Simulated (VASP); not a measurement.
# Cr (Im-3m) in VASP: further runs

Runs on Cr. Level: LDA. Tasks: single point.

All numbers are computed with VASP 6.6.1; they aren't measurements. Logs are shortened: lines on timing, memory, paths and dates and some standing lists are left out, and cuts for length are marked.

## 1. The cell of the first run

The structure is cubic, space group Im-3m (No. 229). Conventional cell: a = 2.865 Å, b = 2.865 Å, c = 2.865 Å, α = 90.00°, β = 90.00°, γ = 90.00°. Cr (site symmetry m-3m) has 14 Cr at 2.48 to 2.86 Å within 3.3 Å.

## 2. Single point, LDA, collinear spin, ferromagnetic start (volume scaled by 0.98)

INCAR

```
ALGO     = Normal         # electronic algorithm
EDIFF    = 1E-6           # SCF threshold, eV
ENCUT    = 500            # plane-wave cutoff, eV
GGA_COMPAT= F            
ISIF     = 2              # what is computed and relaxed
ISMEAR   = -1             # smearing method
ISPIN    = 2              # spin polarisation
LASPH    = T              # aspherical terms in the spheres
LCHARG   = F              # write CHGCAR
LMAXMIX  = 4              # l up to which the mixer works
LORBIT   = 11             # projections on sites
LREAL    = F              # projectors in reciprocal space
LWAVE    = F              # write WAVECAR
MAGMOM   = 3              # initial moments
NBANDS   = 16             # bands
NELM     = 200            # most SCF steps
PREC     = Accurate       # precision mode
SIGMA    = 0.08           # smearing width, eV
```

KPOINTS

```
k-points
0
Gamma
  18 18 18
```

POSCAR

```
Cr
1.0
   -1.4322721916      1.4322721916      1.4322721916
    1.4322721916     -1.4322721916      1.4322721916
    1.4322721916      1.4322721916     -1.4322721916
Cr
1
Direct
    0.0000000000      0.0000000000      0.0000000000
```

Potentials or basis: VASP PAW LDA potentials, release 64 (Cr_pv).

Launch:

```sh
$ cat potpaw_LDA.64/Cr_pv/POTCAR > POTCAR
$ mpirun -np 1 vasp_std > vasp.out
```

OUTCAR:

```text
EDIFF = 1E-6
   ENCUT = 500
   ISIF = 2
   ISMEAR = -1
   ISPIN = 2
   LASPH = T
   LORBIT = 11
   LREAL = F
   NELM = 200
   PREC = Accurate

 ion  position               nearest neighbor table
   1  0.000  0.000  0.000-

  LATTYP: Found a body centered cubic cell.
 ALAT       =     2.8645443832

  Lattice vectors:

 A1 = (  -1.4322721916,   1.4322721916,   1.4322721916)
 A2 = (   1.4322721916,  -1.4322721916,   1.4322721916)
 A3 = (   1.4322721916,   1.4322721916,  -1.4322721916)

Analysis of symmetry for initial positions (statically):
=====================================================================
 Subroutine PRICEL returns:
 Original cell was already a primitive cell.

 Routine SETGRP: Setting up the symmetry group for a
 body centered cubic supercell.

 Subroutine GETGRP returns: Found 48 space group operations
 (whereof 48 operations were pure point group operations)
 out of a pool of 48 trial point group operations.

The static configuration has the point symmetry O_h .

Analysis of symmetry for dynamics (positions and initial velocities):
=====================================================================
 Subroutine PRICEL returns:
 Original cell was already a primitive cell.

 Routine SETGRP: Setting up the symmetry group for a
 body centered cubic supercell.

 Subroutine GETGRP returns: Found 48 space group operations
 (whereof 48 operations were pure point group operations)
 out of a pool of 48 trial point group operations.

The dynamic configuration has the point symmetry O_h .

Analysis of structural, dynamic, and magnetic symmetry:
=====================================================================
 Subroutine PRICEL returns:
 Original cell was already a primitive cell.

 Routine SETGRP: Setting up the symmetry group for a
 body centered cubic supercell.

 Subroutine GETGRP returns: Found 48 space group operations
 (whereof 48 operations were pure point group operations)
 out of a pool of 48 trial point group operations.

The overall configuration has the point symmetry O_h .

 Subroutine INISYM returns: Found 48 space group operations
 (whereof 48 operations are pure point group operations),
 and found     1 'primitive' translations

----------------------------------------------------------------------------------------

                                     Primitive cell

[... 95 lines left out ...]
   ISYM   =      2    0-nonsym 1-usesym 2-fastsym
   POTIM  = 0.5000    time-step for ionic-motion
   TEBEG  =    0.0;   TEEND  =   0.0 temperature during run
   PSTRESS=    0.0 pullay stress
   NELECT =      12.0000    total number of electrons
   NUPDOWN=      -1.0000    fix difference up-down
   EMIN   =  10.00;   EMAX   =-10.00  energy-range for DOS
   EFERMI =   0.00;   METHOD = LEGACY
   ISMEAR =    -1;   SIGMA  =   0.08  broadening in eV -4-tet -1-fermi 0-gaus
   EFERMI_NEDOS =   21; number of points for ismear=-14 and -15
   IALGO  =     38    algorithm
   IMIX   =      4    mixing-type and parameters
     AMIX     =   0.40;   BMIX     =  1.00
     AMIX_MAG =   1.60;   BMIX_MAG =  1.00
  volume/ion in A,a.u.               =      11.75        79.31
  Fermi-wavevector in a.u.,A,eV,Ry     =   1.648503  3.115219 36.974669  2.717561
  Thomas-Fermi vector in A             =   2.737781
   LORBIT       =     11    0 simple, 1 ext, 2 COOP (PROOUT), +10 PAW based schemes
   GGA     = CA    functional components
   LHFCALC =     F    Hartree Fock is set to
   AEXX    =    0.0000 exact exchange contribution
   IVDW    =     0    specifies the selected vdW correction
   LEPSILON=     F    determine dielectric tensor
   LRPA    =     F    only Hartree local field effects (RPA)
 spin polarized calculation
  energy-cutoff  :      500.00
  volume of cell :       11.75
 maximum number of plane-waves:       321
   NGX =  9   NGY =  9   NGZ =  9

 number of electron      11.9999984 magnetization       0.0005523

 number of electron      11.9999984 magnetization      -0.0000091

 Free energy of the ion-electron system (eV)
  ---------------------------------------------------
  ext. energy  EPLUGINS =         0.00000000
  ---------------------------------------------------
  free energy    TOTEN  =       -10.57289327 eV

  energy without entropy =      -10.55531084  energy(sigma->0) =      -10.56410206

 E-fermi :  10.5510     XC(G=0): -13.9007

 val. band max:       10.5373609463   @ k =  -0.2222   0.3333   0.1111
 cond. band min:      10.5511308540   @ k =  -0.4444   0.4444   0.0556
 fundamental gap:      0.0137699077
 Fermi energy:        10.5509585608

 spin component 1

 k-point     1 :       0.0000    0.0000    0.0000
  band No.  band energies     occupation
      1     -31.8149      1.00000
      2     -31.8149      1.00000
      3     -31.8149      1.00000
      4       2.8163      1.00000
      5       9.6454      0.99999
      6       9.6454      0.99999
[... 435 lines left out ...]
      5       8.2220      1.00000
      6      10.2381      0.98037
[... 8 lines left out ...]
     15      40.6222      0.00000
     16      41.4200      0.00000

 [... further k-points ...]

 spin component 2

 k-point     1 :       0.0000    0.0000    0.0000
  band No.  band energies     occupation
      1     -31.8149      1.00000
      2     -31.8149      1.00000
      3     -31.8149      1.00000
      4       2.8163      1.00000
      5       9.6454      0.99999
      6       9.6454      0.99999
[... 435 lines left out ...]
      5       8.2220      1.00000
      6      10.2381      0.98037
[... 8 lines left out ...]
     15      40.6222      0.00000
     16      41.4199      0.00000

 [... further k-points ...]
[... 5 lines left out ...]
  --------------------------------------------------------------------------------------
  -------------------------------------------------------------------------------------
  Total       -1.5055014     -1.5055014     -1.5055014      0.0000000     -0.0000000      0.0000000
  in kB     -205.2367311   -205.2367311   -205.2367311      0.0000000     -0.0000000      0.0000000
  external PRESSURE =    -205.2367311 kB  Pullay stress =       0.0000000 kB

 VOLUME and BASIS-vectors are now :
 -----------------------------------------------------------------------------
  energy-cutoff  :      500.00
  volume of cell :       11.75
      direct lattice vectors                 reciprocal lattice vectors
    -1.432272192  1.432272192  1.432272192     0.000000000  0.349095656  0.349095656
     1.432272192 -1.432272192  1.432272192     0.349095656  0.000000000  0.349095656
     1.432272192  1.432272192 -1.432272192     0.349095656  0.349095656  0.000000000

 POSITION                                       TOTAL-FORCE (eV/Angst)
 -----------------------------------------------------------------------------------
      0.00000      0.00000      0.00000        -0.000000     -0.000000      0.000000
 -----------------------------------------------------------------------------------
    total drift:                                0.000000      0.000000     -0.000000

  FREE ENERGIE OF THE ION-ELECTRON SYSTEM (eV)
  ---------------------------------------------------
  free  energy   TOTEN  =       -10.5728932687 eV

  energy  without entropy=      -10.5553108435  energy(sigma->0) =      -10.56410206

 total charge

# of ion       s       p       d       tot
------------------------------------------
    1        0.421   6.389   4.215  11.025

 magnetization (x)

# of ion       s       p       d       tot
------------------------------------------
    1       -0.000  -0.000   0.000   0.000
```

OSZICAR:

```text
N       E                     dE             d eps       ncg     rms          rms(c)
DAV:   1     0.786411445146E+02    0.78641E+02   -0.60194E+03 12856   0.834E+02
DAV:   2    -0.948689013018E+01   -0.88128E+02   -0.83776E+02 13584   0.242E+02
DAV:   3    -0.109658183343E+02   -0.14789E+01   -0.14765E+01 14184   0.347E+01
DAV:   4    -0.109710523509E+02   -0.52340E-02   -0.52340E-02 14520   0.205E+00
DAV:   5    -0.109710912514E+02   -0.38901E-04   -0.38901E-04 14328   0.159E-01    0.177E+01
DAV:   6    -0.105652753260E+02    0.40582E+00   -0.22024E+00 12768   0.267E+01    0.333E+00
DAV:   7    -0.105806917674E+02   -0.15416E-01   -0.85303E-02 13032   0.271E+00    0.171E+00
DAV:   8    -0.105780485551E+02    0.26432E-02   -0.52510E-03 14288   0.661E-01    0.767E-01
DAV:   9    -0.105726834914E+02    0.53651E-02   -0.18753E-03 13736   0.503E-01    0.170E-01
DAV:  10    -0.105728773813E+02   -0.19389E-03   -0.30676E-04 13768   0.135E-01    0.340E-02
DAV:  11    -0.105728892623E+02   -0.11881E-04   -0.57718E-06 14240   0.280E-02    0.134E-02
DAV:  12    -0.105728922237E+02   -0.29613E-05   -0.64056E-07  8480   0.701E-03    0.603E-03
DAV:  13    -0.105728932423E+02   -0.10186E-05   -0.12013E-07  6640   0.348E-03    0.176E-03
DAV:  14    -0.105728932687E+02   -0.26389E-07   -0.27849E-08  6344   0.217E-03
   1 F= -.10572893E+02 E0= -.10564102E+02  d E =-.175824E-01  mag=     0.0000
```

stdout:

```text
POSCAR found type information on POSCAR Cr
 POSCAR found :  1 types and       1 ions
 scaLAPACK will be used
 LDA part: xc-table for (Slater(with rela. corr.)+CA(PZ))
 , standard interpolation
 POSCAR, INCAR and KPOINTS ok, starting setup
 FFT: planning ... GRIDC
 FFT: planning ... GRID_SOFT
 FFT: planning ... GRID
 WAVECAR not read
 entering main loop
```

Run time: 51 s. Hardware: 1 thread of Intel Xeon 6455B, shared host; peak memory 0.16 GiB.

What came out:

* Free energy: -10.5729 eV
* Pressure: -20.5 GPa
* Band gap on the k mesh: zero (filled and empty bands overlap)
* Net moment: 0.00 μB per cell
* Valence electrons inside the program's atomic spheres: Cr 11.03

Caveat: the starting moments collapsed, and a magnetic state may lie lower.

## 3. Single point, LDA, collinear spin, ferromagnetic start (volume scaled by 1.02)

INCAR, as its differences from that of step 2:

```diff
@@ -3,2 +3,3 @@
 ENCUT    = 500            # plane-wave cutoff, eV
+GGA      = CA             # functional
 GGA_COMPAT= F            
@@ -8,3 +9,4 @@
 LASPH    = T              # aspherical terms in the spheres
-LCHARG   = F              # write CHGCAR
+LCHARG   = T              # write CHGCAR
+LELF     = T              # ELF
 LMAXMIX  = 4              # l up to which the mixer works
@@ -12,2 +14,3 @@
 LREAL    = F              # projectors in reciprocal space
+LVHAR    = T            
 LWAVE    = F              # write WAVECAR
```

KPOINTS is that of step 2.

POSCAR

```
Cr
1.0
   -1.4514996160      1.4514996160      1.4514996160
    1.4514996160     -1.4514996160      1.4514996160
    1.4514996160      1.4514996160     -1.4514996160
Cr
1
Direct
    0.0000000000      0.0000000000      0.0000000000
```

Potentials or basis: VASP PAW LDA potentials, release 64 (Cr_pv).

Launch:

```sh
$ cat potpaw_LDA.64/Cr_pv/POTCAR > POTCAR
$ mpirun -np 1 vasp_std > vasp.out
```

OUTCAR:

```text
EDIFF = 1E-6
   ENCUT = 500
   GGA = CA
   ISIF = 2
   ISMEAR = -1
   ISPIN = 2
   LASPH = T
   LORBIT = 11
   LREAL = F
   NELM = 200
   PREC = Accurate

 ion  position               nearest neighbor table
   1  0.000  0.000  0.000-

  LATTYP: Found a body centered cubic cell.
 ALAT       =     2.9029992320

  Lattice vectors:

 A1 = (  -1.4514996160,   1.4514996160,   1.4514996160)
 A2 = (   1.4514996160,  -1.4514996160,   1.4514996160)
[... 1120 lines left out ...]
  --------------------------------------------------------------------------------------
  -------------------------------------------------------------------------------------
  Total       -2.1500663     -2.1500663     -2.1500663     -0.0000000      0.0000000     -0.0000000
  in kB     -281.6123270   -281.6123270   -281.6123270     -0.0000000      0.0000000     -0.0000000
  external PRESSURE =    -281.6123270 kB  Pullay stress =       0.0000000 kB

 VOLUME and BASIS-vectors are now :
 -----------------------------------------------------------------------------
  energy-cutoff  :      500.00
  volume of cell :       12.23
      direct lattice vectors                 reciprocal lattice vectors
    -1.451499616  1.451499616  1.451499616     0.000000000  0.344471328  0.344471328
     1.451499616 -1.451499616  1.451499616     0.344471328  0.000000000  0.344471328
     1.451499616  1.451499616 -1.451499616     0.344471328  0.344471328  0.000000000

 POSITION                                       TOTAL-FORCE (eV/Angst)
 -----------------------------------------------------------------------------------
      0.00000      0.00000      0.00000         0.000000      0.000000     -0.000000
 -----------------------------------------------------------------------------------
    total drift:                                0.000000      0.000000      0.000000

  FREE ENERGIE OF THE ION-ELECTRON SYSTEM (eV)
  ---------------------------------------------------
  free  energy   TOTEN  =       -10.5001986253 eV

  energy  without entropy=      -10.4819233565  energy(sigma->0) =      -10.49106099

 total charge

# of ion       s       p       d       tot
------------------------------------------
    1        0.409   6.364   4.172  10.945

 magnetization (x)

# of ion       s       p       d       tot
------------------------------------------
    1        0.000  -0.000  -0.000  -0.000
```

OSZICAR:

```text
N       E                     dE             d eps       ncg     rms          rms(c)
DAV:   1     0.792305485671E+02    0.79231E+02   -0.60429E+03 12760   0.830E+02
DAV:   2    -0.945754150712E+01   -0.88688E+02   -0.84136E+02 13552   0.242E+02
DAV:   3    -0.109741485298E+02   -0.15166E+01   -0.15141E+01 14096   0.351E+01
DAV:   4    -0.109797962277E+02   -0.56477E-02   -0.56476E-02 14720   0.212E+00
DAV:   5    -0.109798401589E+02   -0.43931E-04   -0.43931E-04 13992   0.169E-01    0.173E+01
DAV:   6    -0.104954906835E+02    0.48435E+00   -0.23711E+00 12792   0.273E+01    0.322E+00
DAV:   7    -0.105085270092E+02   -0.13036E-01   -0.98044E-02 13072   0.310E+00    0.163E+00
DAV:   8    -0.105049729266E+02    0.35541E-02   -0.48550E-03 14336   0.671E-01    0.780E-01
DAV:   9    -0.104999928497E+02    0.49801E-02   -0.19688E-03 13584   0.506E-01    0.162E-01
DAV:  10    -0.105001853361E+02   -0.19249E-03   -0.27776E-04 13832   0.137E-01    0.280E-02
DAV:  11    -0.105001948528E+02   -0.95167E-05   -0.62075E-06 14416   0.265E-02    0.138E-02
DAV:  12    -0.105001980398E+02   -0.31870E-05   -0.55495E-07  8320   0.638E-03    0.516E-03
DAV:  13    -0.105001986253E+02   -0.58555E-06   -0.82874E-08  6536   0.371E-03
   1 F= -.10500199E+02 E0= -.10491061E+02  d E =-.182753E-01  mag=    -0.0000
```

stdout:

```text
POSCAR found type information on POSCAR Cr
 POSCAR found :  1 types and       1 ions
 scaLAPACK will be used
 LDA part: xc-table for (Slater(with rela. corr.)+CA(PZ))
 , standard interpolation
 POSCAR, INCAR and KPOINTS ok, starting setup
 FFT: planning ... GRIDC
 FFT: planning ... GRID_SOFT
 FFT: planning ... GRID
 WAVECAR not read
 entering main loop
```

It took 48 s on 1 thread of Intel Xeon 6455B, shared host; peak memory 0.16 GiB.

Results:

* Free energy: -10.5002 eV
* Pressure: -28.2 GPa
* Band gap on the k mesh: zero (filled and empty bands overlap)
* Net moment: 0.00 μB per cell
* Valence electrons inside the program's atomic spheres: Cr 10.95

Caveat: the starting moments collapsed, and a magnetic state may lie lower.
